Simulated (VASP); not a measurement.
# Si4BN3 (Pmn2_1) in VASP: single point with PBE

Aim: the single point of Si4BN3 with PBE.

All numbers are computed with VASP 6.6.1; they aren't measurements. Logs are shortened: lines on timing, memory, paths and dates and some standing lists are left out, and cuts for length are marked.

### 1 The cell of the first run

Symmetry: Pmn2_1, No. 31, orthorhombic system. The conventional cell has a = 5.873 Å, b = 7.216 Å, c = 5.057 Å, α = 90.00°, β = 90.00°, γ = 90.00°. Within 2.3 Å of Si (site symmetry m) lie 3 N at 1.77 to 1.84 Å and 1 B at 2.07 Å. Si (site symmetry m) has 3 N at 1.76 to 1.83 Å and 1 B at 1.97 Å within 2.3 Å. Within 2.4 Å of Si (site symmetry 1) lie 2 N at 1.78 to 1.90 Å and 1 B at 2.00 Å and 1 Si at 2.39 Å. B (site symmetry m) has 4 Si at 1.97 to 2.07 Å within 2.6 Å. N (site symmetry m) has 4 Si at 1.83 to 1.90 Å within 2.4 Å. Within 2.3 Å of N (site symmetry 1) lie 3 Si at 1.76 to 1.78 Å.

### 2 Single point, PBE

The input, INCAR:

```
SYSTEM = Si4BN3
PREC = Accurate
ENCUT = 520
EDIFF = 1E-7
ISMEAR = 0
SIGMA = 0.02
LREAL = Auto
LASPH = .True.
NELM = 60
ALGO = Normal
ISIF = 2
LWAVE = .False.
LCHARG = .False.
GGA = PE
NBANDS = 48
```

The input, KPOINTS:

```
regular mesh
0
Gamma
  6 4 6
  0 0 0
```

The input, POSCAR:

```
Si4BN3
1.0
    5.8734786454      0.0000000000      0.0000000000
    0.0000000000      7.2156564911      0.0000000000
    0.0000000000      0.0000000000      5.0567576319
Si B N
8 2 6
Direct
    0.0000000000      0.0911555704      0.8757476144
    0.0000000000      0.8543813240      0.3910859993
    0.7037166689      0.7330194797      0.8555730154
    0.2962833311      0.7330194797      0.8555730154
    0.5000000000      0.9088444296      0.3757476144
    0.5000000000      0.1456186760      0.8910859993
    0.7962833311      0.2669805203      0.3555730154
    0.2037166689      0.2669805203      0.3555730154
    0.0000000000      0.8187504491      0.0050115605
    0.5000000000      0.1812495509      0.5050115605
    0.5000000000      0.9058511709      0.0115433435
    0.2684350583      0.7860086286      0.5127327258
    0.7315649417      0.7860086286      0.5127327258
    0.0000000000      0.0941488291      0.5115433435
    0.2315649417      0.2139913714      0.0127327258
    0.7684350583      0.2139913714      0.0127327258
```

Potentials or basis: VASP PAW PBE potentials, release 64 (Si, B, N).

Command:

```sh
> cat potpaw_PBE.64/Si/POTCAR potpaw_PBE.64/B/POTCAR potpaw_PBE.64/N/POTCAR > POTCAR
> mpirun -np 1 vasp_std > vasp.out
```

OUTCAR:

```text
SYSTEM = Si4BN3
   PREC = Accurate
   ENCUT = 520
   EDIFF = 1E-7
   ISMEAR = 0
   LREAL = Auto
   LASPH = .True.
   NELM = 60
   ISIF = 2
   GGA = PE

 ion  position               nearest neighbor table
   1  0.000  0.091  0.876-  15 1.77  16 1.77  14 1.84   9 2.07   6 2.96   6 2.96   2 2.99   8 2.99
                             7 2.99   2 3.12   3 3.12   4 3.12
   2  0.000  0.854  0.391-  12 1.76  13 1.76  14 1.83   9 1.97   5 2.96   5 2.96   1 2.99   3 3.05
                             4 3.05   1 3.12
   3  0.704  0.733  0.856-  13 1.78  11 1.90   9 2.00   4 2.39   5 2.99   2 3.05   1 3.12
   4  0.296  0.733  0.856-  12 1.78  11 1.90   9 2.00   3 2.39   5 2.99   2 3.05   1 3.12
   5  0.500  0.909  0.376-  12 1.77  13 1.77  11 1.84  10 2.07   2 2.96   2 2.96   6 2.99   3 2.99
                             4 2.99   6 3.12   8 3.12   7 3.12
   6  0.500  0.146  0.891-  15 1.76  16 1.76  11 1.83  10 1.97   1 2.96   1 2.96   5 2.99   8 3.05
                             7 3.05   5 3.12
   7  0.796  0.267  0.356-  16 1.78  14 1.90  10 2.00   8 2.39   1 2.99   6 3.05   5 3.12
   8  0.204  0.267  0.356-  15 1.78  14 1.90  10 2.00   7 2.39   1 2.99   6 3.05   5 3.12
   9  0.000  0.819  0.005-   2 1.97   3 2.00   4 2.00   1 2.07
  10  0.500  0.181  0.505-   6 1.97   7 2.00   8 2.00   5 2.07
  11  0.500  0.906  0.012-   6 1.83   5 1.84   3 1.90   4 1.90
  12  0.268  0.786  0.513-   2 1.76   5 1.77   4 1.78
  13  0.732  0.786  0.513-   2 1.76   5 1.77   3 1.78
  14  0.000  0.094  0.512-   2 1.83   1 1.84   7 1.90   8 1.90
  15  0.232  0.214  0.013-   6 1.76   1 1.77   8 1.78
  16  0.768  0.214  0.013-   6 1.76   1 1.77   7 1.78

  LATTYP: Found a simple orthorhombic cell.
 ALAT       =     5.0567576319
 B/A-ratio  =     1.1615108085
 C/A-ratio  =     1.4269334258

  Lattice vectors:

 A1 = (   0.0000000000,   0.0000000000,   5.0567576319)
 A2 = (   5.8734786454,   0.0000000000,   0.0000000000)
 A3 = (   0.0000000000,   7.2156564911,   0.0000000000)

Analysis of symmetry for initial positions (statically):
=====================================================================
 Subroutine PRICEL returns:
 Original cell was already a primitive cell.

 Routine SETGRP: Setting up the symmetry group for a
 simple orthorhombic supercell.

 Subroutine GETGRP returns: Found  4 space group operations
 (whereof  2 operations were pure point group operations)
 out of a pool of  8 trial point group operations.

The static configuration has the point symmetry C_1h.
 The point group associated with its full space group is C_2v.

Analysis of symmetry for dynamics (positions and initial velocities):
=====================================================================
 Subroutine PRICEL returns:
 Original cell was already a primitive cell.

 Routine SETGRP: Setting up the symmetry group for a
 simple orthorhombic supercell.

 Subroutine GETGRP returns: Found  4 space group operations
 (whereof  2 operations were pure point group operations)
 out of a pool of  8 trial point group operations.

The dynamic configuration has the point symmetry C_1h.
 The point group associated with its full space group is C_2v.

 Subroutine INISYM returns: Found  4 space group operations
 (whereof  2 operations are pure point group operations),
 and found     1 'primitive' translations

----------------------------------------------------------------------------------------

                                     Primitive cell

  volume of cell :     214.3105

  direct lattice vectors                    reciprocal lattice vectors
     5.873478645  0.000000000  0.000000000     0.170256855  0.000000000  0.000000000
     0.000000000  7.215656491  0.000000000     0.000000000  0.138587529  0.000000000
     0.000000000  0.000000000  5.056757632     0.000000000  0.000000000  0.197755177

  length of vectors
     5.873478645  7.215656491  5.056757632     0.170256855  0.138587529  0.197755177

  position of ions in fractional coordinates (direct lattice)
     0.000000000  0.091155570  0.875747614
     0.000000000  0.854381324  0.391085999
     0.703716669  0.733019480  0.855573015
     0.296283331  0.733019480  0.855573015
     0.500000000  0.908844430  0.375747614
     0.500000000  0.145618676  0.891085999
[... 8 lines left out ...]
     0.231564942  0.213991371  0.012732726
     0.768435058  0.213991371  0.012732726

  ion indices of the primitive-cell ions
   primitive index   ion index
                 1           1
                 2           2
                 3           3
                 4           4
                 5           5
                 6           6
[... 8 lines left out ...]
                15          15
                16          16

----------------------------------------------------------------------------------------

 KPOINTS: regular mesh

Automatic generation of k-mesh.
 Grid dimensions read from file:
 generate k-points for:    6    4    6

 Generating k-lattice:

  Cartesian coordinates                     Fractional coordinates (reciprocal lattice)
     0.028376142  0.000000000  0.000000000     0.166666667  0.000000000  0.000000000
     0.000000000  0.034646882  0.000000000     0.000000000  0.250000000  0.000000000
     0.000000000  0.000000000  0.032959196     0.000000000  0.000000000  0.166666667

  Length of vectors
     0.028376142  0.034646882  0.032959196

  Shift w.r.t. Gamma in fractional coordinates (k-lattice)
     0.000000000  0.000000000  0.000000000

 Subroutine IBZKPT returns following result:
 ===========================================

 Found     48 irreducible k-points:

 Following reciprocal coordinates:
            Coordinates               Weight
  0.000000  0.000000  0.000000      1.000000
  0.166667  0.000000  0.000000      2.000000
  0.333333  0.000000  0.000000      2.000000
  0.500000  0.000000  0.000000      1.000000
  0.000000  0.250000  0.000000      2.000000
  0.166667  0.250000  0.000000      4.000000
[... 16 lines left out ...]
  0.333333  0.500000  0.166667      4.000000
  0.500000  0.500000  0.166667      2.000000
 [... further k-points ...]
   k-points           NKPTS =     48   k-points in BZ     NKDIM =     48   number of bands    NBANDS=     48
   number of dos      NEDOS =    301   number of ions     NIONS =     16
   total plane-waves  NPLWV = 103680
   dimension x,y,z NGX =    48 NGY =   54 NGZ =   40
   dimension x,y,z NGXF=    96 NGYF=  108 NGZF=   80
   ions per type =               8   2   6
   NGX,Y,Z   is equivalent  to a cutoff of  13.59, 12.44, 13.15 a.u.
   NGXF,Y,Z  is equivalent  to a cutoff of  27.17, 24.88, 26.30 a.u.
 SYSTEM =  Si4BN3
   PREC   = accura    normal or accurate (medium, high low for compatibility)
   ISTART =      0    job   : 0-new  1-cont  2-samecut
   ICHARG =      2    charge: 1-file 2-atom 10-const
   ISPIN  =      1    spin polarized calculation?
   LNONCOLLINEAR =      F non collinear calculations
   LSORBIT =      F    spin-orbit coupling
   LASPH  =      T    aspherical Exc in radial PAW
   ENCUT  =  520.0 eV  38.22 Ry    6.18 a.u.  10.92 13.42  9.40*2*pi/ulx,y,z
   NELM   =     60;   NELMIN=  2; NELMDL= -5     # of ELM steps
   EDIFF  = 0.1E-06   stopping-criterion for ELM
   LREAL  =      T    real-space projection
   EDIFFG = 0.1E-05   stopping-criterion for IOM
   NSW    =      0    number of steps for IOM
   IBRION =     -1    ionic relax: 0-MD 1-quasi-New 2-CG
   NFREE  =      0    steps in history (QN), initial steepest desc. (CG)
   ISIF   =      2    stress and relaxation
   ISYM   =      2    0-nonsym 1-usesym 2-fastsym
   POTIM  = 0.5000    time-step for ionic-motion
   TEBEG  =    0.0;   TEEND  =   0.0 temperature during run
   PSTRESS=    0.0 pullay stress
   NELECT =      68.0000    total number of electrons
   NUPDOWN=      -1.0000    fix difference up-down
   EMIN   =  10.00;   EMAX   =-10.00  energy-range for DOS
   EFERMI =   0.00;   METHOD = LEGACY
   ISMEAR =     0;   SIGMA  =   0.02  broadening in eV -4-tet -1-fermi 0-gaus
   EFERMI_NEDOS =   21; number of points for ismear=-14 and -15
   IALGO  =     38    algorithm
   IMIX   =      4    mixing-type and parameters
     AMIX     =   0.40;   BMIX     =  1.00
     AMIX_MAG =   1.60;   BMIX_MAG =  1.00
  volume/ion in A,a.u.               =      13.39        90.39
  Fermi-wavevector in a.u.,A,eV,Ry     =   1.116598  2.110063 16.963609  1.246790
  Thomas-Fermi vector in A             =   2.253213
   LORBIT       =      0    0 simple, 1 ext, 2 COOP (PROOUT), +10 PAW based schemes
   GGA     = PE    functional components
   LHFCALC =     F    Hartree Fock is set to
   AEXX    =    0.0000 exact exchange contribution
   IVDW    =     0    specifies the selected vdW correction
   LEPSILON=     F    determine dielectric tensor
   LRPA    =     F    only Hartree local field effects (RPA)
 non-spin polarized calculation
 Gauss-broadening in eV      SIGMA  =   0.02
  energy-cutoff  :      520.00
  volume of cell :      214.31
 maximum number of plane-waves:      5837
 NGX is ok and might be reduce to    48
   NGX = 21   NGY = 27   NGZ = 19

 number of electron      68.0000001 magnetization

 Free energy of the ion-electron system (eV)
  ---------------------------------------------------
  ext. energy  EPLUGINS =         0.00000000
  ---------------------------------------------------
  free energy    TOTEN  =      -112.15150925 eV

  energy without entropy =     -112.15150925  energy(sigma->0) =     -112.15150925

 E-fermi :   6.0269     XC(G=0):  -9.7942

 val. band max:        5.9007209922   @ k =   0.0000   0.5000   0.0000
 cond. band min:       6.7470854599   @ k =   0.0000   0.5000   0.3333
 fundamental gap:      0.8463644677
 Fermi energy:         6.0269380048

 k-point     1 :       0.0000    0.0000    0.0000
  band No.  band energies     occupation
      1     -12.5793      2.00000
      2     -11.4163      2.00000
      3     -10.9345      2.00000
      4     -10.0347      2.00000
      5      -9.8076      2.00000
      6      -9.7649      2.00000
[... 38 lines left out ...]
     45      11.0462      0.00000
     46      11.3790      0.00000
[... 1086 lines left out ...]
      6      -9.9272      2.00000
[... 38 lines left out ...]
     45      11.0656      0.00000
     46      11.0656      0.00000

 [... further k-points ...]

 [bands above 46 left out]

------------------------ aborting loop because EDIFF is reached ----------------------------------------

  FORCE on cell =-STRESS in cart. coord.  units (eV):
  Direction    XX          YY          ZZ          XY          YZ          ZX
  --------------------------------------------------------------------------------------
  -------------------------------------------------------------------------------------
  Total       -0.1524477     -0.1361132     -0.1255503      0.0000000      0.0000000      0.0000000
  in kB       -1.1396932     -1.0175771     -0.9386093      0.0000000      0.0000000      0.0000000
  external PRESSURE =      -1.0319599 kB  Pullay stress =       0.0000000 kB

 VOLUME and BASIS-vectors are now :
 -----------------------------------------------------------------------------
  energy-cutoff  :      520.00
  volume of cell :      214.31
      direct lattice vectors                 reciprocal lattice vectors
     5.873478645  0.000000000  0.000000000     0.170256855  0.000000000  0.000000000
     0.000000000  7.215656491  0.000000000     0.000000000  0.138587529  0.000000000
     0.000000000  0.000000000  5.056757632     0.000000000  0.000000000  0.197755177

 POSITION                                       TOTAL-FORCE (eV/Angst)
 -----------------------------------------------------------------------------------
      0.00000      0.65775      4.42844         0.000000      0.012641     -0.007146
      0.00000      6.16492      1.97763         0.000000     -0.003832      0.006938
      4.13326      5.28922      4.32643        -0.005328      0.002279     -0.006928
      1.74021      5.28922      4.32643         0.005328      0.002279     -0.006928
      2.93674      6.55791      1.90006         0.000000     -0.012641     -0.007146
      2.93674      1.05073      4.50601         0.000000      0.003832      0.006938
[... 8 lines left out ...]
      1.36009      1.54409      0.06439         0.008454     -0.009900      0.001679
      4.51339      1.54409      0.06439        -0.008454     -0.009900      0.001679
 -----------------------------------------------------------------------------------
    total drift:                                0.000000     -0.000000      0.005106

  FREE ENERGIE OF THE ION-ELECTRON SYSTEM (eV)
  ---------------------------------------------------
  free  energy   TOTEN  =      -112.1515092468 eV

  energy  without entropy=     -112.1515092468  energy(sigma->0) =     -112.15150925
```

Run time: 15 min. Hardware: 1 thread of Intel Xeon Platinum 8375C at 2.90GHz (Ice Lake), shared host; peak memory 0.49 GiB.

What came out:

- Free energy: -112.1515 eV
- Pressure: -0.1 GPa
- Largest force: 0.015 eV/Å
- Band gap on the k mesh: 0.85 eV (least direct gap 1.04 eV)

Forces on the atoms (eV/Å):
```
Si   0.000  0.013 -0.007
Si   0.000 -0.004  0.007
Si  -0.005  0.002 -0.007
Si   0.005  0.002 -0.007
Si   0.000 -0.013 -0.007
Si   0.000  0.004  0.007
Si   0.005 -0.002 -0.007
Si  -0.005 -0.002 -0.007
B    0.000  0.000  0.004
B    0.000  0.000  0.004
N    0.000  0.006  0.007
N   -0.008  0.010  0.002
N    0.008  0.010  0.002
N    0.000 -0.006  0.007
N    0.008 -0.010  0.002
N   -0.008 -0.010  0.002
```
